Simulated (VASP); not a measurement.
# Ru (P6_3/mmc) in VASP: notebook

The runs below take Ru through single point, with LDA.

Everything below comes from runs of VASP 6.6.1. Logs are shortened: lines on timing, memory, paths and dates and some standing lists are left out, and cuts for length are marked.

### Step 1. The cell of the first run

The structure is hexagonal, space group P6_3/mmc (No. 194). The conventional cell has a = 2.518 Å, b = 2.518 Å, c = 4.005 Å, α = 90.00°, β = 90.00°, γ = 120.00°. Within 3.3 Å of Ru (site symmetry -6m2) lie 12 Ru at 2.47 to 2.52 Å.

### Step 2. Single point, LDA (10.99 Å³/atom)

INCAR reads:

```
SYSTEM = Ru
PREC = Accurate
ENCUT = 500
EDIFF = 1E-6
ISMEAR = -1
SIGMA = 0.08
LREAL = .False.
LASPH = .True.
NELM = 120
ALGO = Normal
ISIF = 2
LWAVE = .False.
LCHARG = .True.
LELF = .True.
LVHAR = .True.
NBANDS = 21
GGA_COMPAT = .False.
```

KPOINTS reads:

```
regular mesh
0
Gamma
  18 18 10
  0 0 0
```

POSCAR reads:

```
Ru
1.0
    2.5179024804      0.0000000000      0.0000000000
   -1.2589512402      2.1805675123      0.0000000000
    0.0000000000      0.0000000000      4.0049669340
Ru
2
Direct
    0.3333333333      0.6666666667      0.2500000000
    0.6666666667      0.3333333333      0.7500000000
```

Potentials or basis: VASP PAW LDA potentials, release 64 (Ru_pv).

The run is started by

```bash
cat potpaw_LDA.64/Ru_pv/POTCAR > POTCAR
mpirun -np 1 vasp_std > vasp.out
```

OUTCAR:

```text
SYSTEM = Ru
   PREC = Accurate
   ENCUT = 500
   EDIFF = 1E-6
   ISMEAR = -1
   LREAL = .False.
   LASPH = .True.
   NELM = 120
   ISIF = 2

 ion  position               nearest neighbor table
   1  0.333  0.667  0.250-   2 2.47   2 2.47   2 2.47   2 2.47   2 2.47   2 2.47
   2  0.667  0.333  0.750-   1 2.47   1 2.47   1 2.47   1 2.47   1 2.47   1 2.47

  LATTYP: Found a hexagonal cell.
 ALAT       =     2.5179024804
 C/A-ratio  =     1.5905965244

  Lattice vectors:

 A1 = (   2.5179024804,   0.0000000000,   0.0000000000)
 A2 = (  -1.2589512402,   2.1805675123,   0.0000000000)
 A3 = (   0.0000000000,   0.0000000000,   4.0049669340)

Analysis of symmetry for initial positions (statically):
=====================================================================
 Subroutine PRICEL returns:
 Original cell was already a primitive cell.

 Routine SETGRP: Setting up the symmetry group for a
 hexagonal supercell.

 Subroutine GETGRP returns: Found 24 space group operations
 (whereof 12 operations were pure point group operations)
 out of a pool of 24 trial point group operations.

The static configuration has the point symmetry D_3d.
 The point group associated with its full space group is D_6h.

Analysis of symmetry for dynamics (positions and initial velocities):
=====================================================================
 Subroutine PRICEL returns:
 Original cell was already a primitive cell.

 Routine SETGRP: Setting up the symmetry group for a
 hexagonal supercell.

 Subroutine GETGRP returns: Found 24 space group operations
 (whereof 12 operations were pure point group operations)
 out of a pool of 24 trial point group operations.

The dynamic configuration has the point symmetry D_3d.
 The point group associated with its full space group is D_6h.

 Subroutine INISYM returns: Found 24 space group operations
 (whereof 12 operations are pure point group operations),
 and found     1 'primitive' translations

----------------------------------------------------------------------------------------

                                     Primitive cell

  volume of cell :      21.9891

  direct lattice vectors                    reciprocal lattice vectors
     2.517902480  0.000000000  0.000000000     0.397155969  0.229298106  0.000000000
    -1.258951240  2.180567512  0.000000000     0.000000000  0.458596211  0.000000000
     0.000000000  0.000000000  4.004966934     0.000000000  0.000000000  0.249689952

  length of vectors
     2.517902480  2.517902480  4.004966934     0.458596211  0.458596211  0.249689952

  position of ions in fractional coordinates (direct lattice)
     0.333333333  0.666666667  0.250000000
     0.666666667  0.333333333  0.750000000

  ion indices of the primitive-cell ions
   primitive index   ion index
                 1           1
                 2           2

----------------------------------------------------------------------------------------

 KPOINTS: regular mesh

Automatic generation of k-mesh.
 Grid dimensions read from file:
 generate k-points for:   18   18   10

 Generating k-lattice:

  Cartesian coordinates                     Fractional coordinates (reciprocal lattice)
     0.022064221  0.012738784  0.000000000     0.055555556  0.000000000  0.000000000
     0.000000000  0.025477567  0.000000000     0.000000000  0.055555556  0.000000000
     0.000000000  0.000000000  0.024968995     0.000000000  0.000000000  0.100000000

  Length of vectors
     0.025477567  0.025477567  0.024968995

  Shift w.r.t. Gamma in fractional coordinates (k-lattice)
     0.000000000  0.000000000  0.000000000

 Subroutine IBZKPT returns following result:
 ===========================================

 Found    222 irreducible k-points:

 Following reciprocal coordinates:
            Coordinates               Weight
  0.000000  0.000000  0.000000      1.000000
  0.055556 -0.000000  0.000000      6.000000
  0.111111 -0.000000  0.000000      6.000000
  0.166667  0.000000  0.000000      6.000000
  0.222222  0.000000  0.000000      6.000000
  0.277778 -0.000000  0.000000      6.000000
[... 16 lines left out ...]
  0.333333  0.111111  0.000000     12.000000
  0.388889  0.111111  0.000000     12.000000
 [... further k-points ...]
   k-points           NKPTS =    222   k-points in BZ     NKDIM =    222   number of bands    NBANDS=     21
   number of dos      NEDOS =    301   number of ions     NIONS =      2
   total plane-waves  NPLWV =   9720
   dimension x,y,z NGX =    18 NGY =   18 NGZ =   30
   dimension x,y,z NGXF=    36 NGYF=   36 NGZF=   60
   ions per type =               2
   NGX,Y,Z   is equivalent  to a cutoff of  11.88, 11.88, 12.45 a.u.
   NGXF,Y,Z  is equivalent  to a cutoff of  23.77, 23.77, 24.91 a.u.
 SYSTEM =  Ru
   PREC   = accura    normal or accurate (medium, high low for compatibility)
   ISTART =      0    job   : 0-new  1-cont  2-samecut
   ICHARG =      2    charge: 1-file 2-atom 10-const
   ISPIN  =      1    spin polarized calculation?
   LNONCOLLINEAR =      F non collinear calculations
   LSORBIT =      F    spin-orbit coupling
   LASPH  =      T    aspherical Exc in radial PAW
   ENCUT  =  500.0 eV  36.75 Ry    6.06 a.u.   4.59  4.59  7.30*2*pi/ulx,y,z
   NELM   =    120;   NELMIN=  2; NELMDL= -5     # of ELM steps
   EDIFF  = 0.1E-05   stopping-criterion for ELM
   LREAL  =      F    real-space projection
   EDIFFG = 0.1E-04   stopping-criterion for IOM
   NSW    =      0    number of steps for IOM
   IBRION =     -1    ionic relax: 0-MD 1-quasi-New 2-CG
   NFREE  =      0    steps in history (QN), initial steepest desc. (CG)
   ISIF   =      2    stress and relaxation
   ISYM   =      2    0-nonsym 1-usesym 2-fastsym
   POTIM  = 0.5000    time-step for ionic-motion
   TEBEG  =    0.0;   TEEND  =   0.0 temperature during run
   PSTRESS=    0.0 pullay stress
   NELECT =      28.0000    total number of electrons
   NUPDOWN=      -1.0000    fix difference up-down
   EMIN   =  10.00;   EMAX   =-10.00  energy-range for DOS
   EFERMI =   0.00;   METHOD = LEGACY
   ISMEAR =    -1;   SIGMA  =   0.08  broadening in eV -4-tet -1-fermi 0-gaus
   EFERMI_NEDOS =   21; number of points for ismear=-14 and -15
   IALGO  =     38    algorithm
   IMIX   =      4    mixing-type and parameters
     AMIX     =   0.40;   BMIX     =  1.00
     AMIX_MAG =   1.60;   BMIX_MAG =  1.00
  volume/ion in A,a.u.               =      10.99        74.19
  Fermi-wavevector in a.u.,A,eV,Ry     =   1.774428  3.353183 42.839232  3.148595
  Thomas-Fermi vector in A             =   2.840423
   LORBIT       =      0    0 simple, 1 ext, 2 COOP (PROOUT), +10 PAW based schemes
   GGA     = CA    functional components
   LHFCALC =     F    Hartree Fock is set to
   AEXX    =    0.0000 exact exchange contribution
   IVDW    =     0    specifies the selected vdW correction
   LEPSILON=     F    determine dielectric tensor
   LRPA    =     F    only Hartree local field effects (RPA)
 non-spin polarized calculation
  energy-cutoff  :      500.00
  volume of cell :       21.99
 maximum number of plane-waves:       576
   NGX =  9   NGY =  9   NGZ = 15

 number of electron      28.0000010 magnetization

 Free energy of the ion-electron system (eV)
  ---------------------------------------------------
  ext. energy  EPLUGINS =         0.00000000
  ---------------------------------------------------
  free energy    TOTEN  =       -20.29450000 eV

  energy without entropy =      -20.26901371  energy(sigma->0) =      -20.28175686

 E-fermi :  16.9965     XC(G=0): -15.7098

 val. band max:       16.9895919702   @ k =   0.4444   0.0556   0.2000
 cond. band min:      17.0184396372   @ k =   0.2222   0.1111   0.1000
 fundamental gap:      0.0288476670
 Fermi energy:        16.9965188890

 k-point     1 :       0.0000    0.0000    0.0000
  band No.  band energies     occupation
      1     -27.5282      2.00000
      2     -25.6668      2.00000
      3     -25.6668      2.00000
      4     -25.3502      2.00000
      5     -25.3502      2.00000
      6     -25.2798      2.00000
[... 13 lines left out ...]
     20      26.8249      0.00000
     21      30.0395      0.00000

 k-point     2 :       0.0556   -0.0000    0.0000
  band No.  band energies     occupation
      1     -27.5076      2.00000
      2     -25.7149      2.00000
      3     -25.6827      2.00000
      4     -25.3999      2.00000
      5     -25.3562      2.00000
      6     -25.2890      2.00000
[... 13 lines left out ...]
     20      26.8250      0.00000
     21      30.0373      0.00000

 k-point     3 :       0.1111   -0.0000    0.0000
  band No.  band energies     occupation
      1     -27.4467      2.00000
      2     -25.8527      2.00000
      3     -25.7273      2.00000
      4     -25.5408      2.00000
      5     -25.3742      2.00000
      6     -25.3168      2.00000
[... 13 lines left out ...]
     20      26.8249      0.00000
     21      29.9907      0.00000

 k-point     4 :       0.1667    0.0000    0.0000
  band No.  band energies     occupation
      1     -27.3491      2.00000
      2     -26.0629      2.00000
      3     -25.7934      2.00000
      4     -25.7509      2.00000
      5     -25.4033      2.00000
      6     -25.3634      2.00000
[... 13 lines left out ...]
     20      26.8248      0.00000
     21      29.8399      0.00000

 k-point     5 :       0.2222    0.0000    0.0000
  band No.  band energies     occupation
      1     -27.2206      2.00000
      2     -26.3187      2.00000
      3     -25.9998      2.00000
      4     -25.8715      2.00000
      5     -25.4412      2.00000
      6     -25.4289      2.00000
[... 13 lines left out ...]
     20      26.8247      0.00000
     21      29.5843      0.00000

 k-point     6 :       0.2778   -0.0000    0.0000
  band No.  band energies     occupation
      1     -27.0695      2.00000
      2     -26.5882      2.00000
      3     -26.2551      2.00000
      4     -25.9517      2.00000
      5     -25.5127      2.00000
      6     -25.4833      2.00000
[... 13 lines left out ...]
     20      27.1509      0.00000
     21      29.2781      0.00000

 k-point     7 :       0.3333   -0.0000    0.0000
  band No.  band energies     occupation
      1     -26.9070      2.00000
      2     -26.8385      2.00000
      3     -26.4872      2.00000
      4     -26.0249      2.00000
      5     -25.6116      2.00000
      6     -25.5240      2.00000
[... 13 lines left out ...]
     20      28.7080      0.00000
     21      28.9231      0.00000
[... 291 lines left out ...]
      1     -27.1675      2.00000
      2     -26.3328      2.00000
      3     -26.1974      2.00000
      4     -25.8264      2.00000
      5     -25.5180      2.00000
      6     -25.4573      2.00000
[... 13 lines left out ...]
     20      26.8247      0.00000
     21      29.5406      0.00000

 k-point    21 :       0.2222    0.1111    0.0000
  band No.  band energies     occupation
      1     -27.0199      2.00000
      2     -26.5769      2.00000
      3     -26.3809      2.00000
      4     -25.9479      2.00000
      5     -25.5774      2.00000
      6     -25.5415      2.00000
[... 13 lines left out ...]
     20      27.7919      0.00000
     21      29.3389      0.00000

 k-point    22 :       0.2778    0.1111    0.0000
  band No.  band energies     occupation
      1     -26.8604      2.00000
      2     -26.8105      2.00000
      3     -26.5413      2.00000
      4     -26.0635      2.00000
      5     -25.6410      2.00000
      6     -25.6308      2.00000
[... 13 lines left out ...]
     20      29.1618      0.00000
     21      29.3336      0.00000

 k-point    23 :       0.3333    0.1111    0.0000
  band No.  band energies     occupation
      1     -26.9993      2.00000
      2     -26.7041      2.00000
      3     -26.6696      2.00000
      4     -26.1564      2.00000
      5     -25.7482      2.00000
      6     -25.6737      2.00000
[... 13 lines left out ...]
     20      28.2431      0.00000
     21      30.0150      0.00000

 k-point    24 :       0.3889    0.1111    0.0000
  band No.  band energies     occupation
      1     -27.1213      2.00000
      2     -26.7529      2.00000
      3     -26.5769      2.00000
      4     -26.2158      2.00000
      5     -25.8433      2.00000
      6     -25.7016      2.00000
[... 13 lines left out ...]
     20      26.8279      0.00000
     21      30.2592      0.00000

 [... further k-points ...]
[... 5 lines left out ...]
  --------------------------------------------------------------------------------------
  -------------------------------------------------------------------------------------
  Total       13.5262405     13.5262405     13.5582259     -0.0000000      0.0000000      0.0000000
  in kB      985.5537363    985.5537363    987.8842712     -0.0000000      0.0000000      0.0000000
  external PRESSURE =     986.3305813 kB  Pullay stress =       0.0000000 kB

 VOLUME and BASIS-vectors are now :
 -----------------------------------------------------------------------------
  energy-cutoff  :      500.00
  volume of cell :       21.99
      direct lattice vectors                 reciprocal lattice vectors
     2.517902480  0.000000000  0.000000000     0.397155969  0.229298106  0.000000000
    -1.258951240  2.180567512  0.000000000     0.000000000  0.458596211  0.000000000
     0.000000000  0.000000000  4.004966934     0.000000000  0.000000000  0.249689952

 POSITION                                       TOTAL-FORCE (eV/Angst)
 -----------------------------------------------------------------------------------
     -0.00000      1.45371      1.00124         0.000000      0.000000      0.000000
      1.25895      0.72686      3.00373        -0.000000      0.000000      0.000000
 -----------------------------------------------------------------------------------
    total drift:                               -0.000000      0.000000     -0.000000

  FREE ENERGIE OF THE ION-ELECTRON SYSTEM (eV)
  ---------------------------------------------------
  free  energy   TOTEN  =       -20.2944999982 eV

  energy  without entropy=      -20.2690137132  energy(sigma->0) =      -20.28175686
```

Wall time 37 s (1 thread of Intel Xeon 6975P-C (Granite Rapids), shared host); peak memory 0.18 GiB.

Results:

```
Free energy            : -20.2945 eV
Pressure               : 98.6 GPa
Band gap on the k mesh : zero (bands 14 and 15 overlap by 4.37 eV)
```

Stress tensor (GPa, compression positive):
```
98.56  0.00  0.00
 0.00 98.56  0.00
 0.00  0.00 98.79
```

Caveat: the cell stands under pressure.

### Step 3. Single point, LDA

This run uses another cell than the first one, of 12.04 Å³/atom.

INCAR reads:

```
PREC = Accurate ; ENCUT = 500
EDIFF = 1E-6 ; ISMEAR = -1
SIGMA = 0.08 ; LREAL = F
LASPH = T ; NELM = 120
ALGO = Normal ; ISIF = 2
LWAVE = F ; LCHARG = F
GGA = CA ; NBANDS = 21
GGA_COMPAT = F
```

KPOINTS reads:

```
regular mesh
0
Gamma
  18 18 10
```

POSCAR reads:

```
Ru
1.0
    2.5981621373      0.0000000000      0.0000000000
   -1.2990810687      2.2500744141      0.0000000000
    0.0000000000      0.0000000000      4.1195785511
Ru
2
Direct
    0.3333333333      0.6666666667      0.2500000000
    0.6666666667      0.3333333333      0.7500000000
```

Potentials or basis: VASP PAW LDA potentials, release 64 (Ru_pv).

The run is started by

```bash
cat potpaw_LDA.64/Ru_pv/POTCAR > POTCAR
mpirun -np 1 vasp_std > vasp.out
```

Wall time 35 s (1 thread of Intel Xeon 6975P-C (Granite Rapids), shared host); peak memory 0.19 GiB.

It converged, with:

* Free energy: -21.1641 eV
* Pressure: 38.7 GPa
* Band gap on the k mesh: zero (bands 14 and 15 overlap by 3.79 eV)

Stress tensor (GPa, compression positive):
```
38.68  0.00  0.00
 0.00 38.68  0.00
 0.00  0.00 38.82
```

Levels at points of the mesh, in eV from the Fermi level:
```
           k point  band 11  band 12  band 13  band 14  band 15  band 16  band 17  band 18
(0.00, 0.00, 0.00)    -2.94    -2.31    -2.31    -1.65    -1.65     1.42     1.42     1.46
(0.50, 0.00, 0.00)    -2.44    -1.97    -1.80     1.78     2.29     2.36     4.82     7.08
(0.00, 0.00, 0.50)    -3.32    -3.32    -3.12    -3.12     0.68     0.68     0.68     0.68
(0.50, 0.00, 0.50)    -1.27    -1.27     0.56     0.56     2.09     2.09     3.93     3.93
```

Caveat: the cell stands under pressure.

### Step 4. Single point, LDA (12.04 Å³/atom)

This run uses another cell than the first one, of 12.04 Å³/atom.

INCAR reads:

```
PREC = Accurate
ENCUT = 500
EDIFF = 1E-6
ISMEAR = -1
SIGMA = 0.08
LREAL = F
LASPH = T
NELM = 120
ALGO = Normal
ISIF = 2
LWAVE = F
LCHARG = T
GGA = CA
LELF = T
LVHAR = T
NBANDS = 21
GGA_COMPAT = F
```

KPOINTS reads:

```
Automatic mesh
0
Gamma
  18 18 10
```

POSCAR: that of step 3 with these lines changed.

```diff
@@ -4,3 +4,3 @@
    -1.2990810687      2.2500744141      0.0000000000
-    0.0000000000      0.0000000000      4.1195785511
+    0.0000000000      0.0000000000      4.1195785510
 Ru
```

The run is started by

```bash
cat potpaw_LDA.64/Ru_pv/POTCAR > POTCAR
mpirun -np 1 vasp_std > vasp.out
```

Run time: 40 s. Hardware: 1 thread of Intel Xeon 6975P-C (Granite Rapids), shared host; peak memory 0.19 GiB.

It converged, with:

```
Free energy            : -21.1641 eV
Pressure               : 38.7 GPa
Band gap on the k mesh : zero (bands 14 and 15 overlap by 3.79 eV)
```

Stress tensor (GPa, compression positive):
```
38.68  0.00  0.00
 0.00 38.68  0.00
 0.00  0.00 38.82
```

Levels at points of the mesh, in eV from the Fermi level:
```tsv
k point	band 12	band 13	band 14	band 15	band 16	band 17
(0.00, 0.00, 0.00)	-2.31	-2.31	-1.65	-1.65	1.42	1.42
(0.50, 0.00, 0.00)	-1.97	-1.80	1.78	2.29	2.36	4.82
(0.00, 0.00, 0.50)	-3.32	-3.12	-3.12	0.68	0.68	0.68
(0.50, 0.00, 0.50)	-1.27	0.56	0.56	2.09	2.09	3.93
```

Caveat: the cell stands under pressure.

The gap in the log of VASP goes by the Fermi energy; the results here count the filled bands.